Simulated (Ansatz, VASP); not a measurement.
# One calculation of ScTaN, two programs

```
CELL_PARAMETERS angstrom
3.08507 0.00000 0.00000
-1.54253 2.67175 0.00000
0.00000 0.00000 10.34014
ATOMIC_POSITIONS crystal
Ta 0.33333 0.66667 0.24563
Ta 0.66667 0.33333 0.75437
Sc 0.00000 0.00000 0.00000
Sc 0.00000 0.00000 0.50000
N 0.33333 0.66667 0.62984
N 0.66667 0.33333 0.37016
```

Alike in both runs: functional r2SCAN; k mesh 10 × 10 × 3; occupations fermi-dirac, width 0.05 eV; no spin polarisation; Hubbard terms Sc d U = 6.0 eV, Ta d U = 6.0 eV.

|  | VASP | Ansatz |
| --- | --- | --- |
| version | VASP 6.6.1 | Ansatz 0.2.0 |
| potentials or method | VASP PAW PBE potentials, release 64 (Ta_pv, Sc_sv, N) | Ansatz PAW |
| plane-wave cutoff (eV) | 520 | 500 |
| valence electrons in the cell | 54 | 58 |
| task | single point | band structure |

```tsv
	VASP	Ansatz	Ansatz less VASP
gap on the k mesh at the Fermi level (eV)	none	none	-
pressure (GPa)	18.2	11.3	-6.95
traceless stress, the component that is largest in VASP (GPa)	-0.60	-3.36	-2.765
rms of the force components (eV/Å)	0.287	0.206	-0.0817
```

VASP's potentials were made for PBE, not for r2SCAN. The programs project onto different local orbitals, so the same U acts differently, and such runs can settle in different states. Atom by atom the forces differ by 0.141 eV/Å (rms over components). A gap of «none» marks a metal or a gap that the smearing closes. VASP's potentials hold 54 valence electrons a cell and Ansatz's 58, so a difference there can come from the potentials and not from the codes.

Neither program's run includes spin-orbit coupling.
